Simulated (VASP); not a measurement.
The system is HfCo.

```
CELL_PARAMETERS angstrom
3.16400 0.00000 0.00000
0.00000 3.16400 0.00000
0.00000 0.00000 3.16400
ATOMIC_POSITIONS crystal
Hf 0.50000 0.50000 0.50000
Co 0.00000 0.00000 0.00000
```

- Program: VASP 6.6.1
- Task: relaxation of volume and atoms at fixed shape
- Functional: LDA
- Potentials or basis: VASP PAW LDA potentials, release 64 (Hf_pv, Co)
- Cutoff: 600 eV
- k mesh: 7 × 7 × 7
- Occupations: gaussian, width 0.05 eV
- Spin: collinear spin, ferromagnetic start
- Starting moments: [0.0, 2.5] μB

At the start: pressure -13.7 GPa; volume 15.84 Å³/atom.

Task: Where does the relaxation end?

Result: Over 4 steps the energy falls by 59.0 meV/atom and the volume is 14.54 Å³/atom (-8.2 %); space group Pm-3m (No. 221, to 0.05 Å); moment 0.45 μB per cell.

The path:
| step | energy change (eV) | largest force (eV/Å) | pressure (GPa) | volume (Å³) |
| --- | --- | --- | --- | --- |
| 1 | 0.0000 | 0.0000 | -13.67 | 31.67 |
| 2 | 0.1329 | 0.0000 | 27.84 | 25.87 |
| 3 | -0.1180 | 0.0000 | -0.46 | 29.15 |
| 4 | -0.1181 | 0.0000 | -0.07 | 29.08 |

Final structure:
```cif
data_structure
_symmetry_space_group_name_H-M 'P 1'
_symmetry_Int_Tables_number 1
_cell_length_a 3.0752
_cell_length_b 3.0752
_cell_length_c 3.0752
_cell_angle_alpha 90.000
_cell_angle_beta 90.000
_cell_angle_gamma 90.000
_cell_volume 29.08
loop_
_atom_site_label
_atom_site_type_symbol
_atom_site_fract_x
_atom_site_fract_y
_atom_site_fract_z
_atom_site_occupancy
Hf1 Hf 0.50000 0.50000 0.50000 1
Co1 Co 0.00000 0.00000 0.00000 1
```
